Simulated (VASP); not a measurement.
Input of a VASP 6.6.1 run:

Contents of INCAR:

```
SYSTEM = GaN
ALGO = Normal
EDIFF = 1E-6
ENCUT = 1330
GGA_COMPAT = .FALSE.
ISIF = 2
ISMEAR = 0
LASPH = .TRUE.
LCHARG = .TRUE.
LELF = .TRUE.
LREAL = .FALSE.
LVHAR = .TRUE.
LWAVE = .FALSE.
NBANDS = 16
NELM = 120
PREC = Accurate
SIGMA = 0.01
```

The input KPOINTS:

```
k-points
0
G
  10 10 10
  0 0 0
```

File POSCAR:

```
GaN
1.0
    2.1831504092      2.1831504092      0.0000000000
   -2.1831504092      2.1831504092      0.0000000000
    0.0000000000      2.1831504092      2.2753185838
Ga N
1 1
Direct
    0.0000000000      0.0000000000      0.0000000000
    0.2500000000      0.7500000000      0.5000000000
```

Potentials or basis: VASP PAW LDA potentials, release 64 (Ga_d, N_h).

Run with:

```bash
$ cat potpaw_LDA.64/Ga_d/POTCAR potpaw_LDA.64/N_h/POTCAR > POTCAR
$ mpirun -np 1 vasp_std > vasp.out
```

Question: What does it give for the pressure?

Answer: 5.0 GPa.

Question: Estimate the band gap on the k mesh.

Answer: 2.02 eV.

Stress tensor (GPa, compression positive):
```
6.90 0.00 0.00
0.00 6.90 0.00
0.00 0.00 1.10
```

Caveat: the cell differs from its parent crystal (in-plane strain -0.02, then relaxed in part); the stress differs along the axes, from 1 to 7 GPa.
